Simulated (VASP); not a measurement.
# GaN (Fm-3m) in VASP: a series of runs, part 2 of 2

VASP 6.6.1.

### Step 3. Single point, PBEsol, non-collinear spin, zero start, spin-orbit coupling

Input file INCAR:

```
ALGO = Normal ; EDIFF = 1E-6
ENCUT = 520 ; GGA = PS
GGA_COMPAT = False ; ISIF = 2
ISMEAR = -1 ; LASPH = True
LCHARG = False ; LNONCOLLINEAR = True
LORBIT = 11 ; LORBMOM = True
LREAL = False ; LSORBIT = True
LWAVE = False ; MAGMOM = 0 0 0 0 0 0
NBANDS = 30 ; NELM = 150
PREC = Accurate ; SIGMA = 0.05
```

Input file KPOINTS:

```
k-points
0
Gamma
  8 8 8
```

Input file POSCAR:

```
GaN
1.0
    0.0000000000      2.1352350000      2.1352350000
    2.1352350000      0.0000000000      2.1352350000
    2.1352350000      2.1352350000      0.0000000000
Ga N
1 1
Direct
    0.0000000000      0.0000000000      0.0000000000
    0.5000000000      0.5000000000      0.5000000000
```

Potentials or basis: VASP PAW PBE potentials, release 64 (Ga_d, N).

Started as:

```
$ cat potpaw_PBE.64/Ga_d/POTCAR potpaw_PBE.64/N/POTCAR > POTCAR
$ mpirun -np 1 vasp_ncl > vasp.out
```

OUTCAR:

```text
EDIFF = 1E-6
   ENCUT = 520
   GGA = PS
   ISIF = 2
   ISMEAR = -1
   LASPH = True
   LNONCOLLINEAR = True
   LORBIT = 11
   LREAL = False
   LSORBIT = True
   NELM = 150
   PREC = Accurate

 ion  position               nearest neighbor table
   1  0.000  0.000  0.000-   2 2.14   2 2.14   2 2.14   2 2.14   2 2.14   2 2.14
   2  0.500  0.500  0.500-   1 2.14   1 2.14   1 2.14   1 2.14   1 2.14   1 2.14

  LATTYP: Found a face centered cubic cell.
 ALAT       =     4.2704700000

  Lattice vectors:

 A1 = (   0.0000000000,   2.1352350000,   2.1352350000)
 A2 = (   2.1352350000,   0.0000000000,   2.1352350000)
 A3 = (   2.1352350000,   2.1352350000,   0.0000000000)

Analysis of symmetry for initial positions (statically):
=====================================================================
 Subroutine PRICEL returns:
 Original cell was already a primitive cell.

 Routine SETGRP: Setting up the symmetry group for a
 face centered cubic supercell.

 Subroutine GETGRP returns: Found 48 space group operations
 (whereof 48 operations were pure point group operations)
 out of a pool of 48 trial point group operations.

The static configuration has the point symmetry O_h .

Analysis of symmetry for dynamics (positions and initial velocities):
=====================================================================
 Subroutine PRICEL returns:
 Original cell was already a primitive cell.

 Routine SETGRP: Setting up the symmetry group for a
 face centered cubic supercell.

 Subroutine GETGRP returns: Found 48 space group operations
 (whereof 48 operations were pure point group operations)
 out of a pool of 48 trial point group operations.

The dynamic configuration has the point symmetry O_h .

Analysis of structural, dynamic, and magnetic symmetry:
=====================================================================
 Subroutine PRICEL returns:
 Original cell was already a primitive cell.

 Routine SETGRP: Setting up the symmetry group for a
 face centered cubic supercell.

 Subroutine GETGRP returns: Found 48 space group operations
 (whereof 48 operations were pure point group operations)
 out of a pool of 48 trial point group operations.

The overall configuration has the point symmetry O_h .

 Subroutine INISYM returns: Found 48 space group operations
 (whereof 48 operations are pure point group operations),
 and found     1 'primitive' translations

----------------------------------------------------------------------------------------

                                     Primitive cell

  volume of cell :      19.4700

  direct lattice vectors                    reciprocal lattice vectors
     0.000000000  2.135235000  2.135235000    -0.234166263  0.234166263  0.234166263
     2.135235000  0.000000000  2.135235000     0.234166263 -0.234166263  0.234166263
     2.135235000  2.135235000  0.000000000     0.234166263  0.234166263 -0.234166263

  length of vectors
     3.019678296  3.019678296  3.019678296     0.405587864  0.405587864  0.405587864

  position of ions in fractional coordinates (direct lattice)
[... 926 lines left out ...]
     29      25.8943      0.00000
     30      25.8943      0.00000

 [... further k-points ...]
[... 5 lines left out ...]
  --------------------------------------------------------------------------------------
  -------------------------------------------------------------------------------------
  Total       -0.8804983     -0.8804983     -0.8804983      0.0000000      0.0000000      0.0000000
  in kB      -72.4556164    -72.4556164    -72.4556164      0.0000000      0.0000000      0.0000000
  external PRESSURE =     -72.4556164 kB  Pullay stress =       0.0000000 kB

 VOLUME and BASIS-vectors are now :
 -----------------------------------------------------------------------------
  energy-cutoff  :      520.00
  volume of cell :       19.47
      direct lattice vectors                 reciprocal lattice vectors
     0.000000000  2.135235000  2.135235000    -0.234166263  0.234166263  0.234166263
     2.135235000  0.000000000  2.135235000     0.234166263 -0.234166263  0.234166263
     2.135235000  2.135235000  0.000000000     0.234166263  0.234166263 -0.234166263

 POSITION                                       TOTAL-FORCE (eV/Angst)
 -----------------------------------------------------------------------------------
      0.00000      0.00000      0.00000         0.000000     -0.000000     -0.000000
      2.13524      2.13524      2.13524        -0.000000      0.000000      0.000000
 -----------------------------------------------------------------------------------
    total drift:                                0.000000     -0.000000     -0.000000

  FREE ENERGIE OF THE ION-ELECTRON SYSTEM (eV)
  ---------------------------------------------------
  free  energy   TOTEN  =       -12.2483548278 eV

  energy  without entropy=      -12.2478515790  energy(sigma->0) =      -12.24810320

 orbital moment (x)

 # of ion     p       d       tot
 ----------------------------------------
  1         0.000  -0.000  -0.000
  2         0.000   0.000   0.000
 ----------------------------------------
            0.000  -0.000  -0.000

 orbital moment (y)

 # of ion     p       d       tot
 ----------------------------------------
  1         0.000   0.000   0.000
  2         0.000   0.000   0.000
 ----------------------------------------
            0.000   0.000   0.000

 orbital moment (z)

 # of ion     p       d       tot
 ----------------------------------------
  1         0.000   0.000   0.000
  2        -0.000   0.000  -0.000
 ----------------------------------------
            0.000   0.000   0.000

 Spin-Orbit-Coupling matrix elements

 Ion:    1  E_soc:     -0.0095579
 l=   1
     0.0000000    -0.0008159    -0.0008159
    -0.0008159     0.0000000    -0.0008159
    -0.0008159    -0.0008159     0.0000000
 l=   2
     0.0000000    -0.0001638     0.0000000    -0.0001638    -0.0006133
    -0.0001638     0.0000000    -0.0004600    -0.0001638    -0.0001533
     0.0000000    -0.0004600     0.0000000    -0.0004600     0.0000000
    -0.0001638    -0.0001638    -0.0004600     0.0000000    -0.0001533
    -0.0006133    -0.0001533     0.0000000    -0.0001533     0.0000000
 l=   3
     0.0000000     0.0000000     0.0000000     0.0000000     0.0000000     0.0000000     0.0000000
     0.0000000     0.0000000     0.0000000     0.0000000     0.0000000     0.0000000     0.0000000
     0.0000000     0.0000000     0.0000000     0.0000000     0.0000000     0.0000000     0.0000000
     0.0000000     0.0000000     0.0000000     0.0000000     0.0000000     0.0000000     0.0000000
     0.0000000     0.0000000     0.0000000     0.0000000     0.0000000     0.0000000     0.0000000
     0.0000000     0.0000000     0.0000000     0.0000000     0.0000000     0.0000000     0.0000000
     0.0000000     0.0000000     0.0000000     0.0000000     0.0000000     0.0000000     0.0000000

 Ion:    2  E_soc:     -0.0000811
 l=   1
     0.0000000    -0.0000135    -0.0000135
    -0.0000135     0.0000000    -0.0000135
    -0.0000135    -0.0000135     0.0000000
 l=   2
     0.0000000     0.0000000     0.0000000     0.0000000     0.0000000
     0.0000000     0.0000000     0.0000000     0.0000000     0.0000000
     0.0000000     0.0000000     0.0000000     0.0000000     0.0000000
     0.0000000     0.0000000     0.0000000     0.0000000     0.0000000
     0.0000000     0.0000000     0.0000000     0.0000000     0.0000000
 l=   3
     0.0000000     0.0000000     0.0000000     0.0000000     0.0000000     0.0000000     0.0000000
     0.0000000     0.0000000     0.0000000     0.0000000     0.0000000     0.0000000     0.0000000
     0.0000000     0.0000000     0.0000000     0.0000000     0.0000000     0.0000000     0.0000000
     0.0000000     0.0000000     0.0000000     0.0000000     0.0000000     0.0000000     0.0000000
     0.0000000     0.0000000     0.0000000     0.0000000     0.0000000     0.0000000     0.0000000
     0.0000000     0.0000000     0.0000000     0.0000000     0.0000000     0.0000000     0.0000000
     0.0000000     0.0000000     0.0000000     0.0000000     0.0000000     0.0000000     0.0000000

 total charge

# of ion       s       p       d       tot
------------------------------------------
    1        0.717   0.717  10.176  11.610
    2        1.236   2.450   0.000   3.686
--------------------------------------------------
tot          1.954   3.167  10.176  15.296

 magnetization (x)

# of ion       s       p       d       tot
------------------------------------------
    1        0.000   0.000   0.000   0.000
    2       -0.000  -0.000   0.000  -0.000
--------------------------------------------------
tot         -0.000   0.000   0.000  -0.000

 magnetization (y)

# of ion       s       p       d       tot
------------------------------------------
    1       -0.000  -0.000   0.000  -0.000
    2        0.000   0.000   0.000   0.000
--------------------------------------------------
tot          0.000  -0.000   0.000  -0.000

 magnetization (z)

# of ion       s       p       d       tot
------------------------------------------
    1        0.000  -0.000   0.000  -0.000
    2       -0.000   0.000   0.000   0.000
--------------------------------------------------
tot          0.000   0.000   0.000   0.000
```

OSZICAR:

```text
N       E                     dE             d eps       ncg     rms          rms(c)
DAV:   1     0.134137699363E+03    0.13414E+03   -0.84947E+03  2196   0.228E+03
DAV:   2     0.389321195297E+01   -0.13024E+03   -0.12052E+03  1836   0.477E+02
DAV:   3    -0.133147436506E+02   -0.17208E+02   -0.16863E+02  1976   0.127E+02
DAV:   4    -0.138269213953E+02   -0.51218E+00   -0.51146E+00  1934   0.240E+01
DAV:   5    -0.138354687077E+02   -0.85473E-02   -0.85462E-02  2084   0.310E+00    0.672E+00
DAV:   6    -0.122736226023E+02    0.15618E+01   -0.30832E+00  2734   0.412E+01    0.217E+00
DAV:   7    -0.122701747328E+02    0.34479E-02   -0.34183E-01  1930   0.577E+00    0.156E+00
DAV:   8    -0.122539011598E+02    0.16274E-01   -0.54756E-02  2208   0.247E+00    0.781E-01
DAV:   9    -0.122481956556E+02    0.57055E-02   -0.12698E-02  2630   0.219E+00    0.131E-01
DAV:  10    -0.122483780754E+02   -0.18242E-03   -0.14880E-03  2084   0.392E-01    0.978E-02
DAV:  11    -0.122483573695E+02    0.20706E-04   -0.43222E-05  2444   0.158E-01    0.288E-02
DAV:  12    -0.122483555259E+02    0.18436E-05   -0.56949E-06  1950   0.224E-02    0.156E-02
DAV:  13    -0.122483548278E+02    0.69810E-06   -0.39371E-07  1228   0.629E-03
   1 F= -.12248355E+02 E0= -.12248103E+02  d E =-.503249E-03  mag=     0.0000     0.0000     0.0000
```

Wall time 55 s (1 thread of Intel Xeon 8259CL, shared host); peak memory 0.21 GiB.

What came out:

```
Free energy                                           : -12.2484 eV
Pressure                                              : -7.2 GPa
Net moment                                            : 0.00 μB per cell
Valence electrons inside the program's atomic spheres : Ga 11.61; N 3.69
```

Moments on the atoms (μB; x, y, z):
```
Ga  0.00 0.00 0.00
N   0.00 0.00 0.00
```

Caveat: the cell stands under tension; the PAW data sets were made with another functional, which shifts forces and pressure a little.
